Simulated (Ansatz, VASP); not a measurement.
# LiH: VASP beside Ansatz

INCAR

```
SYSTEM = LiH
PREC = Accurate
ENCUT = 750
EDIFF = 1E-6
ISMEAR = 0
SIGMA = 0.05
LREAL = .False.
LASPH = .True.
NELM = 120
ALGO = Normal
ISIF = 2
LWAVE = .False.
LCHARG = .False.
GGA = PE
NBANDS = 9
GGA_COMPAT = .False.
```

Contents of KPOINTS:

```
regular mesh
0
Gamma
  10 10 10
  0 0 0
```

The input POSCAR:

```
LiH
1.0
    0.0000000000      2.1036375000      2.0325000000
    2.0325000000      0.0000000000      2.0325000000
    2.0325000000      2.1036375000      0.0000000000
Li H
1 1
Direct
    0.0000000000      0.0000000000      0.0000000000
    0.5000000000      0.5000000000      0.5000000000
```

Input for Ansatz:

```yaml
crystal:
  lattice:
    - [0.0, 2.1036375, 2.0325]
    - [2.0325, 0.0, 2.0325]
    - [2.0325, 2.1036375, 0.0]
  atoms:
    - { symbol: Li, position: [0.0, 0.0, 0.0] }
    - { symbol: H, position: [0.5, 0.5, 0.5] }
basis:
  ecutwfc: 420
kpoints:
  mp_grid: { grid: [10, 10, 10] }
hamiltonian:
  xc: pbe
scf:
  occupations: { method: gaussian, width: 0.05 }
output:
  forces: true
  stress: true
  eigenvalues: true
```

Change from the starting cell: strain +0.0350 x Voigt [0, 1, 0, 0, 0, 0], atoms carried along.

Alike in both runs: task single point; functional PBE; k mesh 10 × 10 × 10; occupations gaussian, width 0.05 eV; no spin polarisation.

```csv
,VASP,Ansatz
version,VASP 6.6.1,Ansatz 0.2.0
potentials or method,"VASP PAW PBE potentials, release 64 (Li_sv, H), cutoff 750 eV","scalar-relativistic, plane waves, PAW"
valence electrons in the cell,4,4
```

Ansatz gave:

```
gap on the k mesh at the Fermi level (eV)                     : 2.67
least direct gap on the mesh (eV)                             : 2.93
pressure (GPa)                                                : -2.4
traceless stress, the component that is largest in VASP (GPa) : -1.15
```

Task: Estimate VASP's values.

Result: gap on the k mesh at the Fermi level (eV): 2.67; least direct gap on the mesh (eV): 2.92; pressure (GPa): -2.6; traceless stress, the component that is largest in VASP (GPa): -1.15.

The functional is the same, so the differences come from potentials, cutoffs and numerics.
